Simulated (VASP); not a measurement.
Crystal: TaN.

```xyz
2
Lattice="0.0000 2.1790 2.1790 2.1790 0.0000 2.1790 2.1790 2.1790 0.0000" Properties=species:S:1:pos:R:3 pbc="T T T"
Ta    2.1790    2.1790    2.1790
N     0.0000    0.0000    0.0000
```

Base run:

| Property | Result |
| --- | --- |
| Program | VASP 6.6.1 |
| Functional | r2SCAN |
| Potentials or basis | VASP PAW PBE potentials, release 64 (Ta_pv, N) |
| Cutoff | 520 eV |
| k mesh | 8 × 8 × 8 |
| Occupations | gaussian, width 0.1 eV |
| Spin | no spin polarisation |

Its results: band gap on the k mesh zero (band 8 reaches 11.94 eV, above the bottom of band 9 at 7.68 eV); pressure 12.1 GPa.

Problem. The run is repeated on the same cell with these changes: potentials or basis from VASP PAW PBE potentials, release 64 (Ta_pv, N) to VASP PAW PBE potentials, release 64 (Ta_sv_GW, N); cutoff from 520 eV to 660 eV; further incar settings from ALGO = Normal; EDIFF = 1e-06; NBANDS = 15 to ALGO = Normal; EDIFF = 1e-06; NBANDS = 16; valence electrons from 16 to 18. What comes out?

Solution. Band gap on the k mesh zero (band 9 reaches 16.32 eV, above the bottom of band 10 at 12.07 eV); pressure 10.0 GPa.

Caveats: the PAW data sets were made with another functional, which shifts forces and pressure a little; spin-orbit coupling is left out, which moves the levels of the heavy elements.
